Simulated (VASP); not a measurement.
Input of a VASP 6.6.1 run:

The input INCAR:

```
SYSTEM = Zr
PREC     = Accurate       ! precision mode
ENCUT    = 520            ! plane-wave cutoff, eV
EDIFF    = 1E-7           ! SCF threshold, eV
ISMEAR   = 0              ! smearing method
SIGMA    = 0.15           ! smearing width, eV
LREAL    = .FALSE.        ! projectors in reciprocal space
LASPH    = .TRUE.         ! aspherical terms in the spheres
NELM     = 80             ! most SCF steps
ALGO     = Fast           ! electronic algorithm
ISIF     = 2              ! what is computed and relaxed
LWAVE    = .FALSE.        ! write WAVECAR
LCHARG   = .FALSE.        ! write CHGCAR
GGA      = PE             ! functional
NBANDS   = 19             ! bands
```

File KPOINTS:

```
regular mesh
0
G
  18 18 10
  0 0 0
```

File POSCAR:

```
Zr
1.0
    3.2319982225      0.0000000000      0.0000000000
   -1.6159991112      2.7989925657      0.0000000000
    0.0000000000      0.0000000000      5.1470000000
Zr
2
Direct
    0.3065379781      0.6130759563      0.2500000000
    0.6666666667      0.3333333333      0.7500000000
```

Potentials or basis: VASP PAW PBE potentials, release 64 (Zr_sv).

Command:

```sh
$ cat potpaw_PBE.64/Zr_sv/POTCAR > POTCAR
$ mpirun -np 1 vasp_std > vasp.out
```

Question: Estimate the largest force.

Answer: 0.130 eV/Å.

Question: Estimate the pressure.

Answer: 0.4 GPa.

Question: What does it give for the band gap on the k mesh?

Answer: Zero (bands 12 and 13 overlap by 1.35 eV).

Stress tensor (GPa, compression positive):
```
 0.98  0.00  0.00
 0.00 -0.69  0.00
 0.00  0.00  0.83
```

Caveat: the cell differs from its parent crystal (atom 1 (Zr) moved by (-0.150, +0.000) A along y and z).
